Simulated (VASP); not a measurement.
# CdTe (F-43m) in VASP: further runs

CdTe is run at these levels: r2SCAN, PBE-based global hybrid, LDA; tasks: single point.

Everything below comes from runs of VASP 6.6.1. Logs are shortened: lines on timing, memory, paths and dates and some standing lists are left out, and cuts for length are marked.

### 1 The cell of the first run

Symmetry: F-43m, No. 216, cubic system. The conventional cell has a = 6.560 Å, b = 6.560 Å, c = 6.560 Å, α = 90.00°, β = 90.00°, γ = 90.00°. Cd (site symmetry -43m) has 4 Te at 2.84 Å within 3.7 Å. Within 3.7 Å of Te (site symmetry -43m) lie 4 Cd at 2.84 Å.

### 2 Single point, r2SCAN

File POSCAR:

```
CdTe
1.0
    0.0000000000      3.2799551172      3.2799551172
    3.2799551172      0.0000000000      3.2799551172
    3.2799551172      3.2799551172      0.0000000000
Cd Te
1 1
Direct
    0.0000000000      0.0000000000      0.0000000000
    0.2500000000      0.2500000000      0.2500000000
```

File INCAR.step1:

```
ALGO = Normal
EDIFF = 1E-4
ENCUT = 520
GGA = PE
ISMEAR = 0
LASPH = T
LCHARG = F
LREAL = F
LWAVE = T
NBANDS = 16
NELM = 100
PREC = Accurate
SIGMA = 0.01
```

File INCAR.step2:

```
ALGO = Normal
EDIFF = 1E-7
ENCUT = 520
ISIF = 2
ISMEAR = 0
ISTART = 1
LASPH = T
LCHARG = T
LELF = T
LMIXTAU = T
LREAL = F
LVHAR = T
LWAVE = F
METAGGA = R2SCAN
NBANDS = 16
NELM = 100
PREC = Accurate
SIGMA = 0.01
```

File KPOINTS:

```
k-points
0
Gamma
  4 4 4
```

Potentials or basis: VASP PAW PBE potentials, release 64 (Cd, Te).

Started as:

```sh
$ cat potpaw_PBE.64/Cd/POTCAR potpaw_PBE.64/Te/POTCAR > POTCAR
$ cp INCAR.step1 INCAR
$ mpirun -np 1 vasp_std > vasp.out
$ cp INCAR.step2 INCAR
$ mpirun -np 1 vasp_std > vasp.out
```

OUTCAR:

```text
EDIFF = 1E-7
   ENCUT = 520
   ISIF = 2
   ISMEAR = 0
   ISTART = 1
   LASPH = T
   LREAL = F
   METAGGA = R2SCAN
   NELM = 100
   PREC = Accurate

 ion  position               nearest neighbor table
   1  0.000  0.000  0.000-   2 2.84   2 2.84   2 2.84   2 2.84
   2  0.250  0.250  0.250-   1 2.84   1 2.84   1 2.84   1 2.84

  LATTYP: Found a face centered cubic cell.
 ALAT       =     6.5599102344

  Lattice vectors:

 A1 = (   0.0000000000,   3.2799551172,   3.2799551172)
 A2 = (   3.2799551172,   0.0000000000,   3.2799551172)
 A3 = (   3.2799551172,   3.2799551172,   0.0000000000)

Analysis of symmetry for initial positions (statically):
=====================================================================
 Subroutine PRICEL returns:
 Original cell was already a primitive cell.

 Routine SETGRP: Setting up the symmetry group for a
 face centered cubic supercell.

 Subroutine GETGRP returns: Found 24 space group operations
 (whereof 24 operations were pure point group operations)
 out of a pool of 48 trial point group operations.

The static configuration has the point symmetry T_d .

Analysis of symmetry for dynamics (positions and initial velocities):
=====================================================================
 Subroutine PRICEL returns:
 Original cell was already a primitive cell.

 Routine SETGRP: Setting up the symmetry group for a
 face centered cubic supercell.

 Subroutine GETGRP returns: Found 24 space group operations
 (whereof 24 operations were pure point group operations)
 out of a pool of 48 trial point group operations.

The dynamic configuration has the point symmetry T_d .

 Subroutine INISYM returns: Found 24 space group operations
 (whereof 24 operations are pure point group operations),
 and found     1 'primitive' translations

----------------------------------------------------------------------------------------

                                     Primitive cell

  volume of cell :      70.5722

  direct lattice vectors                    reciprocal lattice vectors
     0.000000000  3.279955117  3.279955117    -0.152441110  0.152441110  0.152441110
     3.279955117  0.000000000  3.279955117     0.152441110 -0.152441110  0.152441110
     3.279955117  3.279955117  0.000000000     0.152441110  0.152441110 -0.152441110

  length of vectors
[... 63 lines left out ...]
   ENCUT  =  520.0 eV  38.22 Ry    6.18 a.u.   8.62  8.62  8.62*2*pi/ulx,y,z
   NELM   =    100;   NELMIN=  2; NELMDL=  0     # of ELM steps
   EDIFF  = 0.1E-06   stopping-criterion for ELM
   LREAL  =      F    real-space projection
   EDIFFG = 0.1E-05   stopping-criterion for IOM
   NSW    =      0    number of steps for IOM
   IBRION =     -1    ionic relax: 0-MD 1-quasi-New 2-CG
   NFREE  =      0    steps in history (QN), initial steepest desc. (CG)
   ISIF   =      2    stress and relaxation
   ISYM   =      2    0-nonsym 1-usesym 2-fastsym
   POTIM  = 0.5000    time-step for ionic-motion
   TEBEG  =    0.0;   TEEND  =   0.0 temperature during run
   PSTRESS=    0.0 pullay stress
   NELECT =      18.0000    total number of electrons
   NUPDOWN=      -1.0000    fix difference up-down
   EMIN   =  10.00;   EMAX   =-10.00  energy-range for DOS
   EFERMI =   0.00;   METHOD = LEGACY
   ISMEAR =     0;   SIGMA  =   0.01  broadening in eV -4-tet -1-fermi 0-gaus
   EFERMI_NEDOS =   21; number of points for ismear=-14 and -15
   IALGO  =     38    algorithm
   IMIX   =      4    mixing-type and parameters
     AMIX     =   0.40;   BMIX     =  1.00
     AMIX_MAG =   1.60;   BMIX_MAG =  1.00
  volume/ion in A,a.u.               =      35.29       238.12
  Fermi-wavevector in a.u.,A,eV,Ry     =   1.038216  1.961944 14.665621  1.077893
  Thomas-Fermi vector in A             =   2.172690
   LORBIT       =      0    0 simple, 1 ext, 2 COOP (PROOUT), +10 PAW based schemes
   METAGGA = R2SCAN    functional components
   LHFCALC =     F    Hartree Fock is set to
   AEXX    =    0.0000 exact exchange contribution
   IVDW    =     0    specifies the selected vdW correction
   LEPSILON=     F    determine dielectric tensor
   LRPA    =     F    only Hartree local field effects (RPA)
 non-spin polarized calculation
 Gauss-broadening in eV      SIGMA  =   0.01
  energy-cutoff  :      520.00
  volume of cell :       70.57
 maximum number of plane-waves:      1924
 NGX is ok and might be reduce to    36
   NGX = 17   NGY = 17   NGZ = 17

 number of electron      18.0000006 magnetization

 Free energy of the ion-electron system (eV)
  ---------------------------------------------------
  ext. energy  EPLUGINS =         0.00000000
  ---------------------------------------------------
  free energy    TOTEN  =       -46.59468560 eV

  energy without entropy =      -46.59468560  energy(sigma->0) =      -46.59468560

 E-fermi :   1.8408     XC(G=0):  -8.9273

 val. band max:        1.7968864273   @ k =   0.0000   0.0000   0.0000
 cond. band min:       2.9416868224   @ k =   0.0000   0.0000   0.0000
 fundamental gap:      1.1448003951
 Fermi energy:         1.8408039335

 k-point     1 :       0.0000    0.0000    0.0000
  band No.  band energies     occupation
      1      -9.5157      2.00000
      2      -6.6735      2.00000
      3      -6.6735      2.00000
      4      -6.6735      2.00000
      5      -6.4185      2.00000
      6      -6.4185      2.00000
[... 129 lines left out ...]
      3      -6.5478      2.00000
      4      -6.4461      2.00000
      5      -6.4168      2.00000
      6      -5.8554      2.00000
[... 8 lines left out ...]
     15      13.3010      0.00000
     16      13.6164      0.00000

------------------------ aborting loop because EDIFF is reached ----------------------------------------

  FORCE on cell =-STRESS in cart. coord.  units (eV):
  Direction    XX          YY          ZZ          XY          YZ          ZX
  --------------------------------------------------------------------------------------
  -------------------------------------------------------------------------------------
  Total        0.1162905      0.1162905      0.1162905     -0.0000000      0.0000000     -0.0000000
  in kB        2.6401043      2.6401043      2.6401043     -0.0000000      0.0000000     -0.0000000
  external PRESSURE =       2.6401043 kB  Pullay stress =       0.0000000 kB

 VOLUME and BASIS-vectors are now :
 -----------------------------------------------------------------------------
  energy-cutoff  :      520.00
  volume of cell :       70.57
      direct lattice vectors                 reciprocal lattice vectors
     0.000000000  3.279955117  3.279955117    -0.152441110  0.152441110  0.152441110
     3.279955117  0.000000000  3.279955117     0.152441110 -0.152441110  0.152441110
     3.279955117  3.279955117  0.000000000     0.152441110  0.152441110 -0.152441110

 POSITION                                       TOTAL-FORCE (eV/Angst)
 -----------------------------------------------------------------------------------
      0.00000      0.00000      0.00000        -0.000000     -0.000000     -0.000000
      1.63998      1.63998      1.63998         0.000000      0.000000      0.000000
 -----------------------------------------------------------------------------------
    total drift:                               -0.000001     -0.000001     -0.000001

  FREE ENERGIE OF THE ION-ELECTRON SYSTEM (eV)
  ---------------------------------------------------
  free  energy   TOTEN  =       -46.5946856012 eV

  energy  without entropy=      -46.5946856012  energy(sigma->0) =      -46.59468560
```

OUTCAR.step1:

```text
EDIFF = 1E-4
   ENCUT = 520
   GGA = PE
   ISMEAR = 0
   LASPH = T
[... 354 lines left out ...]
 -----------------------------------------------------------------------------------
      0.00000      0.00000      0.00000        -0.000000     -0.000000     -0.000000
      1.63998      1.63998      1.63998         0.000000      0.000000      0.000000
 -----------------------------------------------------------------------------------
    total drift:                               -0.000000     -0.000000     -0.000000

  FREE ENERGIE OF THE ION-ELECTRON SYSTEM (eV)
  ---------------------------------------------------
  free  energy   TOTEN  =        -4.7459137453 eV

  energy  without entropy=       -4.7459137453  energy(sigma->0) =       -4.74591375
```

OSZICAR.step1:

```text
N       E                     dE             d eps       ncg     rms          rms(c)
DAV:   1     0.101500673354E+03    0.10150E+03   -0.82971E+03   264   0.979E+02
DAV:   2    -0.123571061251E+01   -0.10274E+03   -0.98184E+02   320   0.237E+02
DAV:   3    -0.495864828819E+01   -0.37229E+01   -0.37195E+01   328   0.458E+01
DAV:   4    -0.499243786256E+01   -0.33790E-01   -0.33789E-01   376   0.393E+00
DAV:   5    -0.499252277679E+01   -0.84914E-04   -0.84914E-04   336   0.187E-01    0.517E+00
DAV:   6    -0.476128910414E+01    0.23123E+00   -0.39174E-01   304   0.721E+00    0.431E+00
DAV:   7    -0.474422778859E+01    0.17061E-01   -0.11411E-01   296   0.213E+00    0.170E+00
DAV:   8    -0.474540126866E+01   -0.11735E-02   -0.10897E-02   272   0.115E+00    0.490E-01
DAV:   9    -0.474582946957E+01   -0.42820E-03   -0.93802E-04   296   0.303E-01    0.110E-01
DAV:  10    -0.474591374526E+01   -0.84276E-04   -0.11318E-04   232   0.969E-02
   1 F= -.47459137E+01 E0= -.47459137E+01  d E =-.493016E-38
```

Run time: 42 s. Hardware: 1 thread of Intel Xeon 6975P-C, shared host; peak memory 0.22 GiB.

Results:

```yaml
Free_energy: -46.5947 eV
Pressure: 0.3 GPa
Band_gap_on_the_k_mesh: 1.14 eV, direct
```

Caveat: the PAW data sets were made with another functional, which shifts forces and pressure a little; spin-orbit coupling is left out, which moves the levels of the heavy elements. r2SCAN opens gaps a little over a GGA but as a rule still falls short of measured ones.

[end of part 1 of 2]
